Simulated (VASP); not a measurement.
Runs of VASP 6.6.1 on InSb3. The structure is that of space group Pm-3m (No. 221), or close to it. The cells are those of the table. 

| task | level | potentials or basis | spin | cell | k mesh | cutoff (eV) | smearing | k mesh for the DOS | occupations for the DOS | gap on the mesh (eV) | pressure (GPa) |
| --- | --- | --- | --- | --- | --- | --- | --- | --- | --- | --- | --- |
| single point | PBE | VASP PAW PBE potentials, release 64 (In_d, Sb) | off | a = 4.806 Å, 4 atoms | 3 × 3 × 3 | 500 | methfessel-paxton 0.0066 eV | - | - | none | -0.7 |
| single point | revPBE | VASP PAW PBE potentials, release 64 (In_d, Sb) | collinear, ferromagnetic start | a = 4.806 Å, 4 atoms | 6 × 6 × 6 | 520 | gaussian 0.1 eV | - | - | none | (a) |
| single point | PBE | VASP PAW PBE potentials, release 64 (In_d, Sb) | off | a = 4.806 Å, 4 atoms | 2 × 2 × 2 | 500 | gaussian 0.1 eV | - | - | none | -2.7 |
| single point | LDA | VASP PAW LDA potentials, release 64 (In_d, Sb) | off | a = 4.806 Å, 4 atoms | 6 × 6 × 6 | 520 | gaussian 0.1 eV | - | - | none | -3.8 |
| single point | LDA | VASP PAW LDA potentials, release 64 (In_d, Sb) | off | a = 4.806 Å, 4 atoms | 6 × 6 × 6 | 500 | gaussian 0.1 eV | - | - | none | -3.8 |
| single point | PBE | VASP PAW PBE potentials, release 64 (In_d, Sb) | off | a = 4.931 Å, 4 atoms | 3 × 3 × 3 | 500 | gaussian 0.1 eV | - | - | none | -3.9 |

Estimate the missing entries.

(a) 1.0.

Caveats: some runs use coarse meshes; spin-orbit coupling is left out, which moves the levels of the heavy elements; the PAW data sets were made with another functional, which shifts forces and pressure a little (some runs).

A k mesh can miss the band edges, and the runs leave out spin-orbit coupling on In, Sb.

A gap of «none» marks levels without a gap at the run's occupations.
